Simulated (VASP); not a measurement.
Ge: single point with PBEsol

The system is Ge.

```
Ge
1.0
     4.10371    0.00000    0.00000
    -2.05185    3.55391    0.00000
     0.00000    0.00000   11.13803
Ge
4
Direct
  0.00000 0.00000 0.97745
  0.00000 0.00000 0.47745
  0.33333 0.66667 0.91485
  0.66667 0.33333 0.41485
```

- Program: VASP 6.6.1
- Task: single point
- Functional: PBEsol
- Potentials or basis: VASP PAW PBE potentials, release 64 (Ge_d)
- Cutoff: 520 eV
- k mesh: 7 × 7 × 2
- Occupations: gaussian, width 0.15 eV
- Spin: no spin polarisation
- Dipole correction: no
- Further INCAR settings: ALGO = Normal; EDIFF = 1e-06; NBANDS = 36

The pressure is -2.5 GPa and the largest force is 0.256 eV/Å. The band gap on the k mesh is 0.51 eV, indirect (least direct gap 0.61 eV).

Forces in eV/Å, atoms in the order of the input:
```
Ge   0.000  0.000 -0.256
Ge   0.000  0.000 -0.256
Ge   0.000  0.000  0.256
Ge   0.000  0.000  0.256
```

Stress tensor (GPa, compression positive):
```
-3.45  0.00  0.00
 0.00 -3.45  0.00
 0.00  0.00 -0.70
```

Levels at points of the mesh, in eV from the valence-band top:
```tsv
k point	band 25	band 26	band 27	band 28	band 29	band 30	band 31	band 32
(0.00, 0.00, 0.00)	-0.11	-0.11	-0.10	-0.10	0.51	0.72	2.06	4.03
(0.00, 0.00, 0.50)	-0.10	-0.10	-0.10	-0.10	0.58	0.58	2.97	2.97
```

It took 86 s on 1 thread of Intel(R) Xeon(R) Platinum 8488C (Sapphire Rapids), on a shared host, peak memory 0.3 GiB.

Caveat: the PAW data sets were made with another functional, which shifts forces and pressure a little. A k mesh can miss the band edges.
